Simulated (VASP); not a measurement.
# MgI2 (P-3m1) in VASP: settings compared

MgI2 is run at these levels: r2SCAN, r2SCAN+D3(BJ); tasks: single point.

Program: VASP 6.6.1. These are calculated values, not measurements. Logs are shortened: lines on timing, memory, paths and dates and some standing lists are left out, and cuts for length are marked.

## Step 1: The cell of the first run

It takes space group P-3m1 (No. 164, trigonal). The conventional cell has a = 4.157 Å, b = 4.157 Å, c = 6.873 Å, α = 90.00°, β = 90.00°, γ = 120.00°. Within 3.8 Å of Mg (site symmetry -3m) lie 6 I at 2.92 Å. Within 3.8 Å of I (site symmetry 3m) lie 3 Mg at 2.92 Å.

## Step 2: Single point, r2SCAN

POSCAR

```
MgI2
1.0
    4.1572130612      0.0000000000      0.0000000000
   -2.0786065306      3.6002521199      0.0000000000
    0.0000000000      0.0000000000      6.8733253065
Mg I
1 2
Direct
    0.0000000000      0.0000000000      0.0000000000
    0.3333333333      0.6666666667      0.2426220900
    0.6666666667      0.3333333333      0.7573779100
```

INCAR.step1

```
PREC = Accurate
ENCUT = 660
ISMEAR = 0
SIGMA = 0.01
LREAL = F
LASPH = T
NELM = 120
NBANDS = 15
GGA = PE
ALGO = Normal
EDIFF = 1E-5
LWAVE = T
LCHARG = F
GGA_COMPAT = F
```

INCAR.step2

```
PREC = Accurate
ENCUT = 660
EDIFF = 1E-6
ISMEAR = 0
SIGMA = 0.01
LREAL = F
LASPH = T
NELM = 120
ALGO = Normal
ISIF = 2
LWAVE = F
LCHARG = T
METAGGA = R2SCAN
LMIXTAU = T
LELF = T
LVHAR = T
NBANDS = 15
ISTART = 1
GGA_COMPAT = F
```

KPOINTS

```
regular mesh
0
Gamma
  8 8 1
```

Potentials or basis: VASP PAW PBE potentials, release 64 (Mg, I).

Launch:

```console
> cat potpaw_PBE.64/Mg/POTCAR potpaw_PBE.64/I/POTCAR > POTCAR
> cp INCAR.step1 INCAR
> mpirun -np 1 vasp_std > vasp.out
> cp INCAR.step2 INCAR
> mpirun -np 1 vasp_std > vasp.out
```

OUTCAR:

```text
PREC = Accurate
   ENCUT = 660
   EDIFF = 1E-6
   ISMEAR = 0
   LREAL = F
   LASPH = T
   NELM = 120
   ISIF = 2
   METAGGA = R2SCAN
   ISTART = 1

 ion  position               nearest neighbor table
   1  0.000  0.000  0.000-   2 2.92   3 2.92   2 2.92   3 2.92   3 2.92   2 2.92
   2  0.333  0.667  0.243-   1 2.92   1 2.92   1 2.92
   3  0.667  0.333  0.757-   1 2.92   1 2.92   1 2.92

  LATTYP: Found a hexagonal cell.
 ALAT       =     4.1572130612
 C/A-ratio  =     1.6533493004

  Lattice vectors:

 A1 = (   4.1572130612,   0.0000000000,   0.0000000000)
 A2 = (  -2.0786065306,   3.6002521199,   0.0000000000)
 A3 = (   0.0000000000,   0.0000000000,   6.8733253065)

Analysis of symmetry for initial positions (statically):
=====================================================================
 Subroutine PRICEL returns:
 Original cell was already a primitive cell.

 Routine SETGRP: Setting up the symmetry group for a
 hexagonal supercell.

 Subroutine GETGRP returns: Found 12 space group operations
 (whereof 12 operations were pure point group operations)
 out of a pool of 24 trial point group operations.

The static configuration has the point symmetry D_3d.

Analysis of symmetry for dynamics (positions and initial velocities):
=====================================================================
 Subroutine PRICEL returns:
 Original cell was already a primitive cell.

 Routine SETGRP: Setting up the symmetry group for a
 hexagonal supercell.

 Subroutine GETGRP returns: Found 12 space group operations
 (whereof 12 operations were pure point group operations)
 out of a pool of 24 trial point group operations.

The dynamic configuration has the point symmetry D_3d.

 Subroutine INISYM returns: Found 12 space group operations
 (whereof 12 operations are pure point group operations),
 and found     1 'primitive' translations

----------------------------------------------------------------------------------------

                                     Primitive cell

  volume of cell :     102.8732

  direct lattice vectors                    reciprocal lattice vectors
     4.157213061  0.000000000  0.000000000     0.240545766  0.138879163  0.000000000
    -2.078606531  3.600252120  0.000000000     0.000000000  0.277758325  0.000000000
     0.000000000  0.000000000  6.873325306     0.000000000  0.000000000  0.145489986

  length of vectors
     4.157213061  4.157213061  6.873325306     0.277758325  0.277758325  0.145489986

  position of ions in fractional coordinates (direct lattice)
     0.000000000  0.000000000  0.000000000
     0.333333333  0.666666667  0.242622090
     0.666666667  0.333333333  0.757377910

  ion indices of the primitive-cell ions
   primitive index   ion index
                 1           1
                 2           2
                 3           3

----------------------------------------------------------------------------------------

 KPOINTS: regular mesh

Automatic generation of k-mesh.
 Grid dimensions read from file:
 generate k-points for:    8    8    1

 Generating k-lattice:

  Cartesian coordinates                     Fractional coordinates (reciprocal lattice)
     0.030068221  0.017359895  0.000000000     0.125000000 -0.000000000  0.000000000
     0.000000000  0.034719791  0.000000000     0.000000000  0.125000000  0.000000000
     0.000000000  0.000000000  0.145489986     0.000000000  0.000000000  1.000000000

  Length of vectors
     0.034719791  0.034719791  0.145489986

  Shift w.r.t. Gamma in fractional coordinates (k-lattice)
     0.000000000  0.000000000  0.000000000

 Subroutine IBZKPT returns following result:
 ===========================================

 Found     10 irreducible k-points:

 Following reciprocal coordinates:
            Coordinates               Weight
  0.000000  0.000000  0.000000      1.000000
  0.125000 -0.000000  0.000000      6.000000
  0.250000 -0.000000  0.000000      6.000000
  0.375000 -0.000000  0.000000      6.000000
  0.500000 -0.000000  0.000000      3.000000
  0.125000  0.125000  0.000000      6.000000
  0.250000  0.125000  0.000000     12.000000
  0.375000  0.125000  0.000000     12.000000
  0.250000  0.250000  0.000000      6.000000
  0.375000  0.250000  0.000000      6.000000
   k-points           NKPTS =     10   k-points in BZ     NKDIM =     10   number of bands    NBANDS=     15
   number of dos      NEDOS =    301   number of ions     NIONS =      3
   total plane-waves  NPLWV =  77760
   dimension x,y,z NGX =    36 NGY =   36 NGZ =   60
   dimension x,y,z NGXF=    72 NGYF=   72 NGZF=  120
   ions per type =               1   2
   NGX,Y,Z   is equivalent  to a cutoff of  14.40, 14.40, 14.51 a.u.
   NGXF,Y,Z  is equivalent  to a cutoff of  28.79, 28.79, 29.02 a.u.
 SYSTEM =  unknown system
   PREC   = accura    normal or accurate (medium, high low for compatibility)
   ISTART =      1    job   : 0-new  1-cont  2-samecut
   ICHARG =      0    charge: 1-file 2-atom 10-const
   ISPIN  =      1    spin polarized calculation?
   LNONCOLLINEAR =      F non collinear calculations
   LSORBIT =      F    spin-orbit coupling
   LASPH  =      T    aspherical Exc in radial PAW
   ENCUT  =  660.0 eV  48.51 Ry    6.96 a.u.   8.71  8.71 14.40*2*pi/ulx,y,z
   NELM   =    120;   NELMIN=  2; NELMDL=  0     # of ELM steps
   EDIFF  = 0.1E-05   stopping-criterion for ELM
   LREAL  =      F    real-space projection
   EDIFFG = 0.1E-04   stopping-criterion for IOM
   NSW    =      0    number of steps for IOM
   IBRION =     -1    ionic relax: 0-MD 1-quasi-New 2-CG
   NFREE  =      0    steps in history (QN), initial steepest desc. (CG)
   ISIF   =      2    stress and relaxation
   ISYM   =      2    0-nonsym 1-usesym 2-fastsym
   POTIM  = 0.5000    time-step for ionic-motion
   TEBEG  =    0.0;   TEEND  =   0.0 temperature during run
   PSTRESS=    0.0 pullay stress
   NELECT =      16.0000    total number of electrons
   NUPDOWN=      -1.0000    fix difference up-down
   EMIN   =  10.00;   EMAX   =-10.00  energy-range for DOS
   EFERMI =   0.00;   METHOD = LEGACY
   ISMEAR =     0;   SIGMA  =   0.01  broadening in eV -4-tet -1-fermi 0-gaus
   EFERMI_NEDOS =   21; number of points for ismear=-14 and -15
   IALGO  =     38    algorithm
   IMIX   =      4    mixing-type and parameters
     AMIX     =   0.40;   BMIX     =  1.00
     AMIX_MAG =   1.60;   BMIX_MAG =  1.00
  volume/ion in A,a.u.               =      34.29       231.41
  Fermi-wavevector in a.u.,A,eV,Ry     =   0.880402  1.663718 10.545969  0.775107
  Thomas-Fermi vector in A             =   2.000757
   LORBIT       =      0    0 simple, 1 ext, 2 COOP (PROOUT), +10 PAW based schemes
   METAGGA = R2SCAN    functional components
   LHFCALC =     F    Hartree Fock is set to
   AEXX    =    0.0000 exact exchange contribution
   IVDW    =     0    specifies the selected vdW correction
   LEPSILON=     F    determine dielectric tensor
   LRPA    =     F    only Hartree local field effects (RPA)
 non-spin polarized calculation
 Gauss-broadening in eV      SIGMA  =   0.01
  energy-cutoff  :      660.00
  volume of cell :      102.87
 maximum number of plane-waves:      3980
 NGX is ok and might be reduce to    36
   NGX = 17   NGY = 17   NGZ = 29

 number of electron      16.0000001 magnetization

 Free energy of the ion-electron system (eV)
  ---------------------------------------------------
  ext. energy  EPLUGINS =         0.00000000
  ---------------------------------------------------
  free energy    TOTEN  =       -56.99975143 eV

  energy without entropy =      -56.99975143  energy(sigma->0) =      -56.99975143

 E-fermi :   2.1034     XC(G=0):  -8.5613

 val. band max:        1.9992257352   @ k =   0.0000   0.0000   0.0000
 cond. band min:       6.1897287187   @ k =   0.5000  -0.0000   0.0000
 fundamental gap:      4.1905029835
 Fermi energy:         2.1034106567

 k-point     1 :       0.0000    0.0000    0.0000
  band No.  band energies     occupation
      1     -10.4613      2.00000
      2      -9.7092      2.00000
      3      -1.5671      2.00000
      4       1.5001      2.00000
      5       1.5001      2.00000
      6       1.8986      2.00000
      7       1.8986      2.00000
      8       1.9992      2.00000
      9       6.4739      0.00000
     10       7.4095      0.00000
     11       9.2770      0.00000
     12       9.2770      0.00000
     13      10.0969      0.00000
     14      10.7451      0.00000
     15      10.7451      0.00000

 k-point     2 :       0.1250   -0.0000    0.0000
  band No.  band energies     occupation
      1     -10.3761      2.00000
      2      -9.6647      2.00000
      3      -1.4501      2.00000
      4       0.8934      2.00000
      5       1.3063      2.00000
      6       1.3714      2.00000
      7       1.8722      2.00000
      8       1.9455      2.00000
      9       7.0598      0.00000
     10       7.9488      0.00000
     11       8.7304      0.00000
     12       9.5299      0.00000
     13      10.0834      0.00000
     14      10.6275      0.00000
     15      10.9973      0.00000

 k-point     3 :       0.2500   -0.0000    0.0000
  band No.  band energies     occupation
      1     -10.1481      2.00000
      2      -9.5622      2.00000
      3      -1.1686      2.00000
      4      -0.2114      2.00000
      5       0.4422      2.00000
      6       0.9506      2.00000
      7       1.7351      2.00000
      8       1.7442      2.00000
      9       7.0914      0.00000
     10       8.1470      0.00000
     11       8.9196      0.00000
     12       9.7722      0.00000
     13       9.8414      0.00000
     14      10.6326      0.00000
     15      11.5946      0.00000

 k-point     4 :       0.3750   -0.0000    0.0000
  band No.  band energies     occupation
      1      -9.8669      2.00000
      2      -9.4845      2.00000
      3      -1.3382      2.00000
      4      -0.7183      2.00000
      5      -0.0598      2.00000
      6       0.6662      2.00000
      7       1.3708      2.00000
      8       1.5728      2.00000
      9       6.4427      0.00000
     10       8.0577      0.00000
     11       8.2657      0.00000
     12       9.6173      0.00000
     13      10.4543      0.00000
     14      11.5226      0.00000
     15      12.1504      0.00000

 k-point     5 :       0.5000   -0.0000    0.0000
  band No.  band energies     occupation
      1      -9.7099      2.00000
      2      -9.4834      2.00000
      3      -1.6321      2.00000
      4      -0.8727      2.00000
      5       0.0990      2.00000
      6       0.5611      2.00000
      7       1.0769      2.00000
      8       1.5044      2.00000
      9       6.1897      0.00000
     10       7.9528      0.00000
     11       8.0090      0.00000
     12       9.5226      0.00000
     13      10.6547      0.00000
     14      12.0461      0.00000
     15      12.4618      0.00000

 k-point     6 :       0.1250    0.1250    0.0000
  band No.  band energies     occupation
      1     -10.2190      2.00000
      2      -9.5909      2.00000
      3      -1.2443      2.00000
      4       0.2868      2.00000
      5       0.3751      2.00000
      6       1.2535      2.00000
      7       1.5834      2.00000
      8       1.8334      2.00000
      9       7.5077      0.00000
     10       8.4347      0.00000
     11       8.6975      0.00000
     12       9.6459      0.00000
     13       9.7756      0.00000
     14       9.8770      0.00000
     15      11.6459      0.00000

 k-point     7 :       0.2500    0.1250    0.0000
  band No.  band energies     occupation
      1      -9.9608      2.00000
      2      -9.4998      2.00000
      3      -1.1003      2.00000
      4      -0.5194      2.00000
      5      -0.1010      2.00000
      6       0.7194      2.00000
      7       1.2835      2.00000
      8       1.5675      2.00000
      9       7.0263      0.00000
     10       8.7038      0.00000
     11       8.7333      0.00000
     12       9.5181      0.00000
     13      10.0553      0.00000
     14      10.2346      0.00000
     15      11.8649      0.00000

 k-point     8 :       0.3750    0.1250    0.0000
  band No.  band energies     occupation
      1      -9.7213      2.00000
      2      -9.4733      2.00000
      3      -1.4871      2.00000
      4      -0.7479      2.00000
      5       0.0535      2.00000
      6       0.3088      2.00000
      7       1.0960      2.00000
      8       1.2149      2.00000
      9       6.5450      0.00000
     10       8.2268      0.00000
     11       8.6106      0.00000
     12       9.5874      0.00000
     13      10.6129      0.00000
     14      11.5944      0.00000
     15      12.1010      0.00000

 k-point     9 :       0.2500    0.2500    0.0000
  band No.  band energies     occupation
      1      -9.7319      2.00000
      2      -9.4641      2.00000
      3      -1.2792      2.00000
      4      -0.6053      2.00000
      5      -0.2261      2.00000
      6       0.4699      2.00000
      7       0.5788      2.00000
      8       1.2361      2.00000
      9       6.7356      0.00000
     10       9.3214      0.00000
     11       9.6013      0.00000
     12       9.7859      0.00000
     13       9.8627      0.00000
     14      10.4822      0.00000
     15      11.5033      0.00000

 k-point    10 :       0.3750    0.2500    0.0000
  band No.  band energies     occupation
      1      -9.5913      2.00000
      2      -9.4902      2.00000
      3      -1.4072      2.00000
      4      -0.5389      2.00000
      5      -0.3127      2.00000
      6       0.2073      2.00000
      7       0.6382      2.00000
      8       0.9179      2.00000
      9       6.4941      0.00000
     10       9.3530      0.00000
     11       9.8402      0.00000
     12       9.8674      0.00000
     13      10.6384      0.00000
     14      11.0565      0.00000
     15      11.5381      0.00000

------------------------ aborting loop because EDIFF is reached ----------------------------------------

  FORCE on cell =-STRESS in cart. coord.  units (eV):
  Direction    XX          YY          ZZ          XY          YZ          ZX
  --------------------------------------------------------------------------------------
  -------------------------------------------------------------------------------------
  Total        0.3820442      0.3820442     -0.4695617      0.0000000      0.0000000      0.0000000
  in kB        5.9500698      5.9500698     -7.3130941      0.0000000      0.0000000      0.0000000
  external PRESSURE =       1.5290152 kB  Pullay stress =       0.0000000 kB

 VOLUME and BASIS-vectors are now :
 -----------------------------------------------------------------------------
  energy-cutoff  :      660.00
  volume of cell :      102.87
      direct lattice vectors                 reciprocal lattice vectors
     4.157213061  0.000000000  0.000000000     0.240545766  0.138879163  0.000000000
    -2.078606531  3.600252120  0.000000000     0.000000000  0.277758325  0.000000000
     0.000000000  0.000000000  6.873325306     0.000000000  0.000000000  0.145489986

 POSITION                                       TOTAL-FORCE (eV/Angst)
 -----------------------------------------------------------------------------------
      0.00000      0.00000      0.00000         0.000000      0.000000      0.000000
     -0.00000      2.40017      1.66762        -0.000000      0.000000     -0.006048
      2.07861      1.20008      5.20570         0.000000      0.000000      0.006048
 -----------------------------------------------------------------------------------
    total drift:                               -0.000000      0.000000      0.000000

  FREE ENERGIE OF THE ION-ELECTRON SYSTEM (eV)
  ---------------------------------------------------
  free  energy   TOTEN  =       -56.9997514279 eV

  energy  without entropy=      -56.9997514279  energy(sigma->0) =      -56.99975143
```

Wall time 84 s (1 thread of AMD EPYC 9R45 (Zen 5), shared host); peak memory 0.26 GiB.

What came out:

```yaml
Free_energy: -56.9998 eV
Pressure: 0.2 GPa
Largest_force: 0.006 eV/Å
Band_gap_on_the_k_mesh: 4.19 eV, indirect (least direct gap 4.47 eV)
```

Forces in eV/Å, atoms in the order of the input:
```
Mg   0.000  0.000  0.000
I    0.000  0.000 -0.006
I    0.000  0.000  0.006
```

Stress tensor (GPa, compression positive):
```
 0.60  0.00  0.00
 0.00  0.60  0.00
 0.00  0.00 -0.73
```

Levels at points of the mesh, in eV from the valence-band top:
| k point | band 4 | band 5 | band 6 | band 7 | band 8 | band 9 | band 10 | band 11 | band 12 | band 13 |
| --- | --- | --- | --- | --- | --- | --- | --- | --- | --- | --- |
| (0.00, 0.00, 0.00) | -0.50 | -0.50 | -0.10 | -0.10 | 0.00 | 4.47 | 5.41 | 7.28 | 7.28 | 8.10 |
| (0.50, 0.00, 0.00) | -2.87 | -1.90 | -1.44 | -0.92 | -0.49 | 4.19 | 5.95 | 6.01 | 7.52 | 8.66 |

Caveat: the k points lie up to 0.91 Å⁻¹ apart; the PAW data sets were made with another functional, which shifts forces and pressure a little; spin-orbit coupling is left out, which moves the levels of the heavy elements.

[end of part 1 of 2]
